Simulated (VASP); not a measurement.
# Ta5Ru (P-6m2) in VASP: further runs

Runs on Ta5Ru. Level: PBE. Tasks: single point.

All numbers are computed with VASP 6.6.1; they aren't measurements. Logs are shortened: lines on timing, memory, paths and dates and some standing lists are left out, and cuts for length are marked.

### Step 1. The cell of the first run

It takes space group P-6m2 (No. 187, hexagonal). The conventional cell has a = 2.864 Å, b = 2.864 Å, c = 13.681 Å, α = 90.00°, β = 90.00°, γ = 120.00°. Within 3.7 Å of Ta (site symmetry -6m2) lie 12 Ta at 2.82 to 2.86 Å. Within 3.7 Å of Ta (site symmetry 3m) lie 9 Ta at 2.82 to 2.86 Å and 3 Ru at 2.82 Å. Within 3.7 Å of Ta (site symmetry 3m) lie 12 Ta at 2.82 to 2.86 Å. Within 3.7 Å of Ru (site symmetry -6m2) lie 6 Ta at 2.82 Å and 6 Ru at 2.86 Å.

### Step 2. Single point, PBE

INCAR

```
SYSTEM = Ta5Ru
  PREC = Accurate
  ENCUT = 520
  EDIFF = 1E-7
  ISMEAR = 0
  SIGMA = 0.1
  LREAL = .FALSE.
  LASPH = .TRUE.
  NELM = 80
  ALGO = Normal
  ISIF = 2
  LWAVE = .FALSE.
  LCHARG = .TRUE.
  GGA = PE
  LELF = .TRUE.
  LVHAR = .TRUE.
  NBANDS = 44
```

KPOINTS

```
Automatic mesh
0
G
  6 6 2
  0 0 0
```

POSCAR

```
Ta5Ru
1.0
    2.8636759600      0.0000000000      0.0000000000
   -1.4318379800      2.4800161300      0.0000000000
    0.0000000000      0.0000000000     13.6813175500
Ta Ru
5 1
Direct
    0.3333333300      0.6666666700      0.0000000000
    0.3333333300      0.6666666700      0.3333333300
    0.3333333300      0.6666666700      0.6666666700
    0.6666666700      0.3333333300      0.1666666700
    0.6666666700      0.3333333300      0.8333333300
    0.6666666700      0.3333333300      0.5000000000
```

Potentials or basis: VASP PAW PBE potentials, release 64 (Ta_pv, Ru_pv).

Launch:

```bash
cat potpaw_PBE.64/Ta_pv/POTCAR potpaw_PBE.64/Ru_pv/POTCAR > POTCAR
mpirun -np 1 vasp_std > vasp.out
```

OUTCAR:

```text
SYSTEM = Ta5Ru
   PREC = Accurate
   ENCUT = 520
   EDIFF = 1E-7
   ISMEAR = 0
   LREAL = .FALSE.
   LASPH = .TRUE.
   NELM = 80
   ISIF = 2
   GGA = PE

 ion  position               nearest neighbor table
   1  0.333  0.667  0.000-   4 2.82   5 2.82   4 2.82   5 2.82   4 2.82   5 2.82
   2  0.333  0.667  0.333-   4 2.82   4 2.82   4 2.82   6 2.82   6 2.82   6 2.82
   3  0.333  0.667  0.667-   5 2.82   5 2.82   5 2.82   6 2.82   6 2.82   6 2.82
   4  0.667  0.333  0.167-   2 2.82   2 2.82   2 2.82   1 2.82   1 2.82   1 2.82
   5  0.667  0.333  0.833-   3 2.82   3 2.82   3 2.82   1 2.82   1 2.82   1 2.82
   6  0.667  0.333  0.500-   2 2.82   3 2.82   2 2.82   3 2.82   2 2.82   3 2.82

  LATTYP: Found a hexagonal cell.
 ALAT       =     2.8636759600
 C/A-ratio  =     4.7775368935

  Lattice vectors:

 A1 = (   2.8636759600,   0.0000000000,   0.0000000000)
 A2 = (  -1.4318379800,   2.4800161300,   0.0000000000)
 A3 = (   0.0000000000,   0.0000000000,  13.6813175500)

Analysis of symmetry for initial positions (statically):
=====================================================================
 Subroutine PRICEL returns:
 Original cell was already a primitive cell.

 Routine SETGRP: Setting up the symmetry group for a
 hexagonal supercell.

 Subroutine GETGRP returns: Found 12 space group operations
 (whereof 12 operations were pure point group operations)
 out of a pool of 24 trial point group operations.

The static configuration has the point symmetry D_3h.

Analysis of symmetry for dynamics (positions and initial velocities):
=====================================================================
 Subroutine PRICEL returns:
 Original cell was already a primitive cell.

 Routine SETGRP: Setting up the symmetry group for a
 hexagonal supercell.

 Subroutine GETGRP returns: Found 12 space group operations
 (whereof 12 operations were pure point group operations)
 out of a pool of 24 trial point group operations.

The dynamic configuration has the point symmetry D_3h.

 Subroutine INISYM returns: Found 12 space group operations
 (whereof 12 operations are pure point group operations),
 and found     1 'primitive' translations

----------------------------------------------------------------------------------------

                                     Primitive cell

  volume of cell :      97.1642

  direct lattice vectors                    reciprocal lattice vectors
     2.863675960  0.000000000  0.000000000     0.349201521  0.201611592  0.000000000
    -1.431837980  2.480016130  0.000000000     0.000000000  0.403223184  0.000000000
     0.000000000  0.000000000 13.681317550     0.000000000  0.000000000  0.073092376

  length of vectors
     2.863675960  2.863675960 13.681317550     0.403223184  0.403223184  0.073092376

  position of ions in fractional coordinates (direct lattice)
     0.333333330  0.666666670  0.000000000
     0.333333330  0.666666670  0.333333330
     0.333333330  0.666666670  0.666666670
     0.666666670  0.333333330  0.166666670
     0.666666670  0.333333330  0.833333330
     0.666666670  0.333333330  0.500000000

  ion indices of the primitive-cell ions
   primitive index   ion index
                 1           1
                 2           2
                 3           3
                 4           4
                 5           5
                 6           6

----------------------------------------------------------------------------------------

 KPOINTS: Automatic mesh

Automatic generation of k-mesh.
 Grid dimensions read from file:
 generate k-points for:    6    6    2

 Generating k-lattice:

  Cartesian coordinates                     Fractional coordinates (reciprocal lattice)
     0.058200253  0.033601932  0.000000000     0.166666667 -0.000000000  0.000000000
     0.000000000  0.067203864  0.000000000     0.000000000  0.166666667  0.000000000
     0.000000000  0.000000000  0.036546188     0.000000000  0.000000000  0.500000000

  Length of vectors
     0.067203864  0.067203864  0.036546188

  Shift w.r.t. Gamma in fractional coordinates (k-lattice)
     0.000000000  0.000000000  0.000000000

 Subroutine IBZKPT returns following result:
 ===========================================

 Found     14 irreducible k-points:

 Following reciprocal coordinates:
            Coordinates               Weight
  0.000000  0.000000  0.000000      1.000000
  0.166667 -0.000000  0.000000      6.000000
  0.333333 -0.000000  0.000000      6.000000
  0.500000 -0.000000  0.000000      3.000000
  0.166667  0.166667  0.000000      6.000000
  0.333333  0.166667  0.000000     12.000000
  0.333333  0.333333  0.000000      2.000000
  0.000000  0.000000  0.500000      1.000000
  0.166667 -0.000000  0.500000      6.000000
  0.333333 -0.000000  0.500000      6.000000
  0.500000 -0.000000  0.500000      3.000000
  0.166667  0.166667  0.500000      6.000000
  0.333333  0.166667  0.500000     12.000000
  0.333333  0.333333  0.500000      2.000000
   k-points           NKPTS =     14   k-points in BZ     NKDIM =     14   number of bands    NBANDS=     44
   number of dos      NEDOS =    301   number of ions     NIONS =      6
   total plane-waves  NPLWV =  62208
   dimension x,y,z NGX =    24 NGY =   24 NGZ =  108
   dimension x,y,z NGXF=    48 NGYF=   48 NGZF=  216
   ions per type =               5   1
   NGX,Y,Z   is equivalent  to a cutoff of  13.93, 13.93, 13.12 a.u.
   NGXF,Y,Z  is equivalent  to a cutoff of  27.87, 27.87, 26.25 a.u.
 SYSTEM =  Ta5Ru
   PREC   = accura    normal or accurate (medium, high low for compatibility)
   ISTART =      0    job   : 0-new  1-cont  2-samecut
   ICHARG =      2    charge: 1-file 2-atom 10-const
   ISPIN  =      1    spin polarized calculation?
   LNONCOLLINEAR =      F non collinear calculations
   LSORBIT =      F    spin-orbit coupling
   LASPH  =      T    aspherical Exc in radial PAW
   ENCUT  =  520.0 eV  38.22 Ry    6.18 a.u.   5.32  5.32 25.44*2*pi/ulx,y,z
   NELM   =     80;   NELMIN=  2; NELMDL= -5     # of ELM steps
   EDIFF  = 0.1E-06   stopping-criterion for ELM
   LREAL  =      F    real-space projection
   EDIFFG = 0.1E-05   stopping-criterion for IOM
   NSW    =      0    number of steps for IOM
   IBRION =     -1    ionic relax: 0-MD 1-quasi-New 2-CG
   NFREE  =      0    steps in history (QN), initial steepest desc. (CG)
   ISIF   =      2    stress and relaxation
   ISYM   =      2    0-nonsym 1-usesym 2-fastsym
   POTIM  = 0.5000    time-step for ionic-motion
   TEBEG  =    0.0;   TEEND  =   0.0 temperature during run
   PSTRESS=    0.0 pullay stress
   NELECT =      69.0000    total number of electrons
   NUPDOWN=      -1.0000    fix difference up-down
   EMIN   =  10.00;   EMAX   =-10.00  energy-range for DOS
   EFERMI =   0.00;   METHOD = LEGACY
   ISMEAR =     0;   SIGMA  =   0.10  broadening in eV -4-tet -1-fermi 0-gaus
   EFERMI_NEDOS =   21; number of points for ismear=-14 and -15
   IALGO  =     38    algorithm
   IMIX   =      4    mixing-type and parameters
     AMIX     =   0.40;   BMIX     =  1.00
     AMIX_MAG =   1.60;   BMIX_MAG =  1.00
  volume/ion in A,a.u.               =      16.19       109.28
  Fermi-wavevector in a.u.,A,eV,Ry     =   1.460570  2.760077 29.024835  2.133265
  Thomas-Fermi vector in A             =   2.577004
   LORBIT       =      0    0 simple, 1 ext, 2 COOP (PROOUT), +10 PAW based schemes
   GGA     = PE    functional components
   LHFCALC =     F    Hartree Fock is set to
   AEXX    =    0.0000 exact exchange contribution
   IVDW    =     0    specifies the selected vdW correction
   LEPSILON=     F    determine dielectric tensor
   LRPA    =     F    only Hartree local field effects (RPA)
 non-spin polarized calculation
 Gauss-broadening in eV      SIGMA  =   0.10
  energy-cutoff  :      520.00
  volume of cell :       97.16
 maximum number of plane-waves:      2654
 NGX is ok and might be reduce to    24
   NGX = 11   NGY = 11   NGZ = 51

 number of electron      68.9999998 magnetization

 Free energy of the ion-electron system (eV)
  ---------------------------------------------------
  ext. energy  EPLUGINS =         0.00000000
  ---------------------------------------------------
  free energy    TOTEN  =       -65.83471585 eV

  energy without entropy =      -65.78898773  energy(sigma->0) =      -65.81185179

 E-fermi :   7.4564     XC(G=0): -13.1465

 val. band max:        7.4133347198   @ k =   0.3333  -0.0000   0.0000
 cond. band min:       7.4599584563   @ k =   0.0000   0.0000   0.5000
 fundamental gap:      0.0466237365
 Fermi energy:         7.4563803324

 k-point     1 :       0.0000    0.0000    0.0000
  band No.  band energies     occupation
      1     -34.8524      2.00000
      2     -34.7833      2.00000
      3     -34.7833      2.00000
      4     -27.2968      2.00000
      5     -27.0272      2.00000
      6     -26.5998      2.00000
[... 36 lines left out ...]
     43       8.5079      0.00000
     44       8.8274      0.00000

 k-point     2 :       0.1667   -0.0000    0.0000
  band No.  band energies     occupation
      1     -34.8916      2.00000
      2     -34.8356      2.00000
      3     -34.8092      2.00000
      4     -27.1827      2.00000
      5     -26.9743      2.00000
      6     -26.6598      2.00000
[... 36 lines left out ...]
     43       8.7735      0.00000
     44       9.4739      0.00000

 k-point     3 :       0.3333   -0.0000    0.0000
  band No.  band energies     occupation
      1     -35.1039      2.00000
      2     -34.8606      2.00000
      3     -34.8021      2.00000
      4     -27.1002      2.00000
      5     -27.0950      2.00000
      6     -26.9745      2.00000
[... 36 lines left out ...]
     43      11.0189      0.00000
     44      11.6681      0.00000

 k-point     4 :       0.5000   -0.0000    0.0000
  band No.  band energies     occupation
      1     -35.2081      2.00000
      2     -34.8861      2.00000
      3     -34.7853      2.00000
      4     -27.3234      2.00000
      5     -27.3067      2.00000
      6     -27.2557      2.00000
[... 412 lines left out ...]
     43       9.8932      0.00000
     44      11.0727      0.00000

 k-point    13 :       0.3333    0.1667    0.5000
  band No.  band energies     occupation
      1     -35.1545      2.00000
      2     -34.9417      2.00000
      3     -34.7852      2.00000
      4     -27.1789      2.00000
      5     -27.1686      2.00000
      6     -27.1018      2.00000
[... 36 lines left out ...]
     43      11.4960      0.00000
     44      12.1199      0.00000

 k-point    14 :       0.3333    0.3333    0.5000
  band No.  band energies     occupation
      1     -35.0846      2.00000
      2     -35.0784      2.00000
      3     -34.7767      2.00000
      4     -27.0376      2.00000
      5     -27.0343      2.00000
      6     -26.9839      2.00000
[... 36 lines left out ...]
     43      11.8829      0.00000
     44      12.2149      0.00000

------------------------ aborting loop because EDIFF is reached ----------------------------------------

  FORCE on cell =-STRESS in cart. coord.  units (eV):
  Direction    XX          YY          ZZ          XY          YZ          ZX
  --------------------------------------------------------------------------------------
  -------------------------------------------------------------------------------------
  Total       12.8304906     12.8304906     17.3060119      0.0000000     -0.0000000     -0.0000000
  in kB      211.5668122    211.5668123    285.3653765      0.0000000     -0.0000000     -0.0000000
  external PRESSURE =     236.1663337 kB  Pullay stress =       0.0000000 kB

 VOLUME and BASIS-vectors are now :
 -----------------------------------------------------------------------------
  energy-cutoff  :      520.00
  volume of cell :       97.16
      direct lattice vectors                 reciprocal lattice vectors
     2.863675960  0.000000000  0.000000000     0.349201521  0.201611592  0.000000000
    -1.431837980  2.480016130  0.000000000     0.000000000  0.403223184  0.000000000
     0.000000000  0.000000000 13.681317550     0.000000000  0.000000000  0.073092376

 POSITION                                       TOTAL-FORCE (eV/Angst)
 -----------------------------------------------------------------------------------
     -0.00000      1.65334      0.00000        -0.000000      0.000000     -0.000000
     -0.00000      1.65334      4.56044         0.000000      0.000000      2.525286
     -0.00000      1.65334      9.12088         0.000000      0.000000     -2.525286
      1.43184      0.82667      2.28022        -0.000000      0.000000     -0.048011
      1.43184      0.82667     11.40110        -0.000000      0.000000      0.048011
      1.43184      0.82667      6.84066         0.000000     -0.000000     -0.000000
 -----------------------------------------------------------------------------------
    total drift:                               -0.000011      0.000006      0.000000

  FREE ENERGIE OF THE ION-ELECTRON SYSTEM (eV)
  ---------------------------------------------------
  free  energy   TOTEN  =       -65.8347158475 eV

  energy  without entropy=      -65.7889877342  energy(sigma->0) =      -65.81185179
```

Run time: 45 s. Hardware: 1 thread of Intel Xeon 6975P-C (Granite Rapids), shared host; peak memory 0.25 GiB.

What came out:

```
Free energy   : -65.8347 eV
Pressure      : 23.6 GPa
Largest force : 2.525 eV/Å
```

Forces in eV/Å, atoms in the order of the input:
```
Ta   0.000  0.000  0.000
Ta   0.000  0.000  2.525
Ta   0.000  0.000 -2.525
Ta   0.000  0.000 -0.048
Ta   0.000  0.000  0.048
Ru   0.000  0.000  0.000
```

Stress tensor (GPa, compression positive):
```
21.16  0.00  0.00
 0.00 21.16  0.00
 0.00  0.00 28.54
```

Levels at points of the mesh, in eV from the Fermi level:
```tsv
k point	band 30	band 31	band 32	band 33	band 34	band 35	band 36	band 37	band 38	band 39
(0.00, 0.00, 0.00)	-0.40	-0.35	-0.28	0.02	0.02	0.19	0.19	0.30	0.30	0.32
(0.50, 0.00, 0.00)	-1.28	-0.89	0.03	0.12	0.22	0.90	0.99	1.13	1.39	2.23
(0.00, 0.00, 0.50)	-0.71	-0.20	0.00	0.00	0.01	0.01	0.24	0.67	0.67	0.68
(0.50, 0.00, 0.50)	-1.99	-1.26	0.03	0.16	1.03	1.14	1.33	1.38	1.42	1.60
```

Caveat: the k points lie up to 0.42 Å⁻¹ apart; spin-orbit coupling is left out, which moves the levels of the heavy elements; forces of over 1 eV/Å act on the atoms, so gaps and moduli don't describe the material at rest.

### Step 3. Single point, PBE

This run uses another cell than the first one, of 17.81 Å³/atom, 1.100 times its volume.

INCAR

```
PREC = Accurate
ENCUT = 520
EDIFF = 1E-6
ISMEAR = 0
SIGMA = 0.1
LREAL = F
LASPH = T
NELM = 80
ALGO = Normal
ISIF = 2
LWAVE = F
LCHARG = T
GGA = PE
LELF = T
LVHAR = T
NBANDS = 44
```

KPOINTS

```
regular mesh
0
Gamma
  6 6 2
```

POSCAR

```
Ta5Ru
1.0
    2.9106711213      0.0000000000      0.0000000000
   -1.4553355607      2.5207151331      0.0000000000
    0.0000000000      0.0000000000     14.5668004951
Ta Ru
5 1
Direct
    0.3333333333      0.6666666667      0.0000000000
    0.3333333333      0.6666666667      0.3495980073
    0.3333333333      0.6666666667      0.6504019927
    0.6666666667      0.3333333333      0.1750482763
    0.6666666667      0.3333333333      0.8249517237
    0.6666666667      0.3333333333      0.5000000000
```

Potentials or basis: VASP PAW PBE potentials, release 64 (Ta_pv, Ru_pv).

Launch:

```bash
cat potpaw_PBE.64/Ta_pv/POTCAR potpaw_PBE.64/Ru_pv/POTCAR > POTCAR
mpirun -np 1 vasp_std > vasp.out
```

Run time: 58 s. Hardware: 1 thread of Intel Xeon 6975P-C (Granite Rapids), shared host; peak memory 0.25 GiB.

It converged, with:

```
Free energy   : -67.0628 eV
Pressure      : 0.0 GPa
Largest force : 0.014 eV/Å
```

Forces on the atoms (eV/Å):
```
Ta   0.000  0.000  0.000
Ta   0.000  0.000 -0.007
Ta   0.000  0.000  0.007
Ta   0.000  0.000  0.014
Ta   0.000  0.000 -0.014
Ru   0.000  0.000  0.000
```

Stress tensor (GPa, compression positive):
```
-0.03  0.00  0.00
 0.00 -0.03  0.00
 0.00  0.00  0.13
```

Levels at points of the mesh, in eV from the Fermi level:
| k point | band 31 | band 32 | band 33 | band 34 | band 35 | band 36 | band 37 | band 38 |
| --- | --- | --- | --- | --- | --- | --- | --- | --- |
| (0.00, 0.00, 0.00) | -0.79 | -0.55 | -0.30 | 0.57 | 0.57 | 0.64 | 0.64 | 0.72 |
| (0.50, 0.00, 0.00) | -0.76 | -0.24 | 0.18 | 0.69 | 0.79 | 1.06 | 1.13 | 1.60 |
| (0.00, 0.00, 0.50) | -0.52 | -0.49 | -0.28 | 0.54 | 0.54 | 0.59 | 0.59 | 0.82 |
| (0.50, 0.00, 0.50) | -1.55 | 0.15 | 0.56 | 0.85 | 0.90 | 1.02 | 1.18 | 1.35 |

Caveat: the k points lie up to 0.42 Å⁻¹ apart; spin-orbit coupling is left out, which moves the levels of the heavy elements.
